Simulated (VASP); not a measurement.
# AlNi3: single point with PBEsol

The system is AlNi3.

```
Al Ni
1.0
     0.00000    2.80189    2.80189
     2.80189    0.00000    2.80189
     2.80189    2.80189    0.00000
Al Ni
1 3
Direct
  0.50000 0.50000 0.50000
  0.25000 0.25000 0.25000
  0.00000 0.00000 0.00000
  0.75000 0.75000 0.75000
```

```yaml
Program: VASP 6.6.1
Task: single point
Functional: PBEsol
Potentials_or_basis: VASP PAW PBE potentials, release 64 (Al, Ni)
Cutoff: 520 eV
k_mesh: 1 × 1 × 1
Occupations: gaussian, width 0.1 eV
Spin: no spin polarisation
```

```json
{
 "Pressure": "3.6 GPa",
 "Band gap on the k mesh": "zero (an odd number of electrons rules out a gap without spin polarisation)"
}
```

Levels at points of the mesh, in eV from the Fermi level:
```tsv
k point	band 13	band 14	band 15	band 16	band 17	band 18	band 19	band 20
(0.00, 0.00, 0.00)	-5.32	-5.32	-4.91	-4.91	0.07	0.07	0.07	0.52
```

It took 9.1 s on 1 thread of Intel(R) Xeon(R) 6975P-C (Granite Rapids), on a shared host, peak memory 0.15 GiB.

Caveat: the k points lie up to 1.94 Å⁻¹ apart, too coarse for converged energies and pressures of a metal; the PAW data sets were made with another functional, which shifts forces and pressure a little. Spin polarisation is off, so any magnetic state and its effect on volume and gap are missing.
